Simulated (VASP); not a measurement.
Input of a VASP 6.6.1 run:

The input POSCAR:

```
As
1.0
    2.7392605843      0.0000000000      0.0000000000
    0.0000000000      2.7392605843      0.0000000000
    0.0000000000      0.0000000000      2.7392605843
As
1
Direct
    0.5000000000      0.5000000000      0.5000000000
```

File INCAR.step1:

```
SYSTEM = As
ALGO = Normal ; EDIFF = 1E-5
ENCUT = 520 ; GGA = PE
ISIF = 2 ; ISMEAR = -1
LASPH = .TRUE. ; LCHARG = .FALSE.
LREAL = .FALSE. ; LWAVE = .TRUE.
NBANDS = 8 ; NELM = 60
PREC = Accurate ; SIGMA = 0.05
```

File INCAR.step2:

```
SYSTEM = As
AEXX = 0.25 ; ALGO = Normal
EDIFF = 1E-7 ; ENCUT = 520
GGA = PE ; ISIF = 2
ISMEAR = -1 ; ISTART = 1
LASPH = .TRUE. ; LCHARG = .FALSE.
LHFCALC = .TRUE. ; LREAL = .FALSE.
LWAVE = .FALSE. ; NBANDS = 8
NELM = 60 ; PREC = Accurate
PRECFOCK = Normal ; SIGMA = 0.05
```

KPOINTS

```
k-points
0
G
  6 6 6
  0 0 0
```

Potentials or basis: VASP PAW PBE potentials, release 64 (As).

Command:

```sh
$ cat potpaw_PBE.64/As/POTCAR > POTCAR
$ cp INCAR.step1 INCAR
$ mpirun -np 1 vasp_std > vasp.out
$ cp INCAR.step2 INCAR
$ mpirun -np 1 vasp_std > vasp.out
```

**Question.** What does it give for the pressure?

**Answer.** -1.4 GPa.

Caveat: the k points lie up to 0.38 Å⁻¹ apart; the PAW data sets were made with another functional, which shifts forces and pressure a little.
